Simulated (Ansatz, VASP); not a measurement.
# Re in VASP and in Ansatz

INCAR

```
ALGO = Normal
EDIFF = 1E-6
ENCUT = 520
GGA = PS
ISIF = 2
ISMEAR = -1
LASPH = T
LCHARG = F
LREAL = F
LWAVE = F
NBANDS = 10
NELM = 60
PREC = Accurate
SIGMA = 0.05
```

Contents of KPOINTS:

```
k-points
0
Gamma
  14 14 14
```

POSCAR

```
Re
1.0
    0.0000000000      1.9683945995      1.9683945995
    1.9683945995      0.0000000000      1.9683945995
    1.9683945995      1.9683945995      0.0000000000
Re
1
Direct
    0.0000000000      0.0000000000      0.0000000000
```

Input for Ansatz:

```yaml
crystal:
  lattice:
    - [0.0, 1.9683945995, 1.9683945995]
    - [1.9683945995, 0.0, 1.9683945995]
    - [1.9683945995, 1.9683945995, 0.0]
  atoms:
    - { symbol: Re, position: [0.0, 0.0, 0.0] }
kpoints:
  mp_grid: { grid: [14, 14, 14] }
  band_path:
    path:
      - [0.0, 0.0, 0.0]
      - [0.5, 0.0, 0.5]
      - [0.625, 0.25, 0.625]
      - [0.375, 0.375, 0.75]
      - [0.0, 0.0, 0.0]
      - [0.5, 0.5, 0.5]
      - [0.5, 0.25, 0.75]
      - [0.5, 0.0, 0.5]
    npoints: 5
scf:
  occupations: { method: fermi_dirac, width: 0.05 }
hamiltonian:
  xc: pbesol
  pseudopotentials: { kind: all_electron, lapw: { basis_error: 0.00025 } }
output:
  forces: true
  stress: true
  eigenvalues: true
```

Change from the starting cell: volume scaled by 0.99.

Alike in both runs: task single point; functional PBEsol; k mesh 14 × 14 × 14; occupations fermi-dirac, width 0.05 eV; no spin polarisation.

|  | VASP | Ansatz |
| --- | --- | --- |
| version | VASP 6.6.1 | Ansatz 0.2.0 |
| potentials or method | VASP PAW PBE potentials, release 64 (Re), cutoff 520 eV | all-electron LAPW, scalar-relativistic |

|  | VASP | Ansatz | Ansatz less VASP |
| --- | --- | --- | --- |
| pressure (GPa) | -15.8 | -15.3 | +0.49 |

VASP's potentials were made for PBE, not for PBEsol. Ansatz ran all-electron here, and VASP with PAW potentials.

Spin-orbit coupling is off throughout.
